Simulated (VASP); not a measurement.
Cd:

```
CELL_PARAMETERS angstrom
1.60803 0.92840 2.44929
-1.60803 0.92840 2.44929
0.00000 -1.85679 2.44929
ATOMIC_POSITIONS crystal
Cd 0.00000 0.00000 0.00000
```

| Item | Value |
| --- | --- |
| Program | VASP 6.6.1 |
| Task | relaxation of cell and atoms |
| Functional | PBEsol |
| Potentials or basis | VASP PAW PBE potentials, release 64 (Cd) |
| Cutoff | 600 eV |
| k mesh | 9 × 9 × 9 |
| Occupations | fermi-dirac, width 0.05 eV |
| Spin | no spin polarisation |

At the start: pressure -1.8 GPa; volume 21.94 Å³/atom.

Problem. Where does the relaxation end?

Solution. Over 16 steps the energy falls by 13.1 meV/atom and the volume is 21.37 Å³/atom (-2.6 %); space group R-3m (No. 166, to 0.05 Å).

The path:
| step | energy change (eV) | largest force (eV/Å) | pressure (GPa) | volume (Å³) |
| --- | --- | --- | --- | --- |
| 1 | 0.0000 | 0.0000 | -1.81 | 21.94 |
| 2 | -0.0045 | 0.0000 | 0.13 | 21.16 |
| 3 | -0.0045 | 0.0000 | 0.04 | 21.19 |
| 4 | -0.0047 | 0.0000 | 0.04 | 21.19 |
| 5 | -0.0065 | 0.0000 | 0.06 | 21.20 |
| 6 | -0.0107 | 0.0000 | 0.22 | 21.20 |
| 7 | -0.0119 | 0.0000 | 0.78 | 21.18 |
| 8 | -0.0128 | 0.0000 | 0.55 | 21.19 |
| 9 | -0.0129 | 0.0000 | 0.37 | 21.24 |
| 10 | -0.0129 | 0.0000 | 0.31 | 21.27 |
| 11 | -0.0129 | 0.0000 | 0.18 | 21.33 |
| 12 | -0.0129 | 0.0000 | 0.32 | 21.29 |
| 13 | -0.0129 | 0.0000 | 0.24 | 21.31 |
| 14 | -0.0129 | 0.0000 | 0.28 | 21.30 |
| 15 | -0.0130 | 0.0000 | 0.20 | 21.32 |
| 16 | -0.0131 | 0.0000 | 0.02 | 21.37 |

Final structure:
```cif
data_structure
_symmetry_space_group_name_H-M 'P 1'
_symmetry_Int_Tables_number 1
_cell_length_a 2.9853
_cell_length_b 2.9853
_cell_length_c 2.9853
_cell_angle_alpha 66.303
_cell_angle_beta 66.303
_cell_angle_gamma 66.303
_cell_volume 21.37
loop_
_atom_site_label
_atom_site_type_symbol
_atom_site_fract_x
_atom_site_fract_y
_atom_site_fract_z
_atom_site_occupancy
Cd1 Cd 0.00000 0.00000 0.00000 1
```

Caveat: the PAW data sets were made with another functional, which shifts forces and pressure a little.
